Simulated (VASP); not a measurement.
A run of VASP 6.6.1 is set up as follows.

Contents of INCAR:

```
SYSTEM = In
PREC     = Accurate       ! precision mode
ENCUT    = 520            ! plane-wave cutoff, eV
EDIFF    = 1E-7           ! SCF threshold, eV
ISMEAR   = -1             ! smearing method
SIGMA    = 0.05           ! smearing width, eV
LREAL    = .FALSE.        ! projectors in reciprocal space
LASPH    = .TRUE.         ! aspherical terms in the spheres
NELM     = 80             ! most SCF steps
ALGO     = Normal         ! electronic algorithm
ISIF     = 2              ! what is computed and relaxed
LWAVE    = .FALSE.        ! write WAVECAR
LCHARG   = .FALSE.        ! write CHGCAR
NBANDS   = 12             ! bands
```

File KPOINTS:

```
regular mesh
0
G
  6 6 6
  0 0 0
```

File POSCAR:

```
In
1.0
   -1.8825252400      1.8825252400      1.8825252400
    1.8825252400     -1.8825252400      1.8825252400
    1.8825252400      1.8825252400     -1.8825252400
In
1
Direct
    0.0000000000      0.0000000000      0.0000000000
```

Potentials or basis: VASP PAW LDA potentials, release 64 (In_d).

Run with:

```console
$ cat potpaw_LDA.64/In_d/POTCAR > POTCAR
$ mpirun -np 1 vasp_std > vasp.out
```

Problem. What does it give for the pressure?

Solution. -3.7 GPa.

Caveat: the k points lie up to 0.39 Å⁻¹ apart.
